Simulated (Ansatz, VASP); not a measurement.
One calculation of Zn4S, two programs

```
Zn S
1.0
    -2.89433    2.89433    2.89433
     2.89433   -2.89433    2.89433
     2.89433    2.89433   -2.89433
Zn S
4 1
Direct
  0.50000 0.50000 0.50000
  0.00000 0.00000 0.50000
  0.00000 0.50000 0.00000
  0.50000 0.00000 0.00000
  0.00000 0.00000 0.00000
```

Alike in both runs: task relaxation of cell and atoms; functional PBE; k mesh 10 × 10 × 10; occupations gaussian, width 0.1 eV; no spin polarisation.

```csv
,VASP,Ansatz
version,VASP 6.6.1,Ansatz 0.2.0
potentials or method,"VASP PAW PBE potentials, release 64 (Zn, S), cutoff 600 eV","scalar-relativistic, plane waves, PAW"
valence electrons in the cell,54,54
```

Ansatz gave:

- gap on the k mesh at the Fermi level, each at its own relaxed structure (eV): none
- relaxed volume (Å³/atom): 19.51
- relaxed length of the cell vector where the two differ most in proportion (Å): 5.023

Task: Estimate VASP's values.

Result: gap on the k mesh at the Fermi level, each at its own relaxed structure (eV): none; relaxed volume (Å³/atom): 19.57; relaxed length of the cell vector where the two differ most in proportion (Å): 5.028.

A gap of «none» marks a metal or a gap that the smearing closes.
